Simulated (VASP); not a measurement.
Crystal: Be4TeSe3.

```
Be Te Se
1.0
     7.38000    0.00000    0.00000
     0.00000    6.39000    0.00000
     0.00000    0.00000    6.01000
Be Te Se
8 2 6
Cartesian
  3.6900 5.3229 2.2538
  5.5350 4.2621 5.2588
  1.8450 4.2621 5.2588
  0.0000 5.3229 2.2538
  3.6900 1.0671 5.2588
  1.8450 2.1279 2.2538
  0.0000 1.0671 5.2588
  5.5350 2.1279 2.2538
  0.0000 5.3229 0.0000
  3.6900 1.0671 3.0050
  3.6900 5.3229 0.0000
  5.5350 4.2621 3.0050
  1.8450 4.2621 3.0050
  1.8450 2.1279 0.0000
  0.0000 1.0671 3.0050
  5.5350 2.1279 0.0000
```

| Quantity | Value |
| --- | --- |
| Program | VASP 6.6.1 |
| Task | relaxation of cell and atoms |
| Functional | PBE |
| Potentials or basis | VASP PAW PBE potentials, release 64 (Be, Te, Se) |
| Cutoff | 600 eV |
| k mesh | 2 × 2 × 2 |
| Occupations | gaussian, width 0.15 eV |
| Spin | no spin polarisation |

At the start: pressure 5.1 GPa; volume 17.71 Å³/atom.

Question: How do energy, volume and symmetry change on relaxing?

Answer: Over 7 steps the energy falls by 54.7 meV/atom and the volume is 18.70 Å³/atom (+5.5 %); space group Pmn2_1 (No. 31, to 0.1 Å) before and after.

The path:
```csv
step,energy change (eV),largest force (eV/Å),pressure (GPa),volume (Å³)
1,0.0000,1.4278,5.08,283.42
2,-0.7222,0.5175,-1.53,307.09
3,-0.7223,0.5135,-1.56,307.23
4,-0.8420,0.2731,-0.51,301.68
5,-0.8693,0.1123,0.37,297.66
6,-0.8693,0.1107,0.42,297.47
7,-0.8754,0.0772,0.01,299.13
```

Final structure:
```xyz
16
Lattice="7.5160 0.0000 0.0000 0.0000 6.4636 0.0000 0.0000 0.0000 6.1573" Properties=species:S:1:pos:R:3 pbc="T T T"
Be    3.7580    5.2619    2.2607
Be    5.5339    4.2533    5.3462
Be    1.9820    4.2533    5.3462
Be    0.0000    5.3961    2.4328
Be    3.7580    1.0676    5.5115
Be    1.7759    2.2103    2.2675
Be    0.0000    1.2017    5.3394
Be    5.7400    2.2103    2.2675
Te    0.0000    5.3842    0.0030
Te    3.7580    1.0794    3.0816
Se    3.7580    5.3572    0.0000
Se    5.6410    4.2990    3.0809
Se    1.8749    4.2990    3.0809
Se    1.8830    2.1646    0.0023
Se    0.0000    1.1064    3.0787
Se    5.6329    2.1646    0.0023
```

Caveat: the k points lie up to 0.51 Å⁻¹ apart in the final cell; the relaxation stopped at a loose force limit of 0.08 eV/Å, so its end isn't a converged minimum.
